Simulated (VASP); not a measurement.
Here is a VASP 6.6.1 calculation.

INCAR

```
SYSTEM = Sn
ALGO = Normal ; EDIFF = 1E-6
ENCUT = 500 ; GGA = PE
GGA_COMPAT = .FALSE. ; ISIF = 2
ISMEAR = 1 ; LASPH = .TRUE.
LCHARG = .FALSE. ; LREAL = .FALSE.
LWAVE = .FALSE. ; NBANDS = 21
NELM = 120 ; PREC = Accurate
SIGMA = 0.1
```

The input KPOINTS:

```
k-points
0
G
  6 6 6
  0 0 0
```

POSCAR

```
Sn
1.0
    0.0000000000      3.2333430000      3.2333430000
    3.2333430000      0.0000000000      3.2333430000
    3.2333430000      3.2333430000      0.0000000000
Sn
2
Direct
    0.0000000000      0.0000000000      0.0000000000
    0.2500000000      0.2500000000      0.2500000000
```

Potentials or basis: VASP PAW PBE potentials, release 64 (Sn_d).

Command:

```bash
$ cat potpaw_PBE.64/Sn_d/POTCAR > POTCAR
$ mpirun -np 1 vasp_std > vasp.out
```

(1) Estimate the pressure.

(2) What does it give for the band gap on the k mesh?

Results:

(1) 3.8 GPa.

(2) zero (bands 14 and 15 overlap by 0.07 eV).

Caveat: the cell stands under pressure; spin-orbit coupling is left out, which moves the levels of the heavy elements.
